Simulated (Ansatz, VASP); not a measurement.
# AlP: VASP beside Ansatz

```
CELL_PARAMETERS angstrom
0.00000 2.62969 2.62969
2.62969 0.00000 2.62969
2.62969 2.62969 0.00000
ATOMIC_POSITIONS crystal
Al 0.00000 0.00000 0.00000
P 0.25000 0.25000 0.25000
```

Change from the starting cell: hydrostatic strain -4.0%.

Alike in both runs: task single point; functional PBE; k mesh 8 × 8 × 8; occupations fermi-dirac, width 0.02 eV; no spin polarisation.

```csv
,VASP,Ansatz
version,VASP 6.6.1,Ansatz 0.2.0
potentials or method,"VASP PAW PBE potentials, release 64 (Al, P)","plane waves, PAW"
plane-wave cutoff (eV),500,420
valence electrons in the cell,8,8
```

```csv
,VASP,Ansatz,Ansatz less VASP
gap on the k mesh at the Fermi level (eV),1.33,1.33,+0.003
pressure (GPa),15.1,15.2,+0.14
```
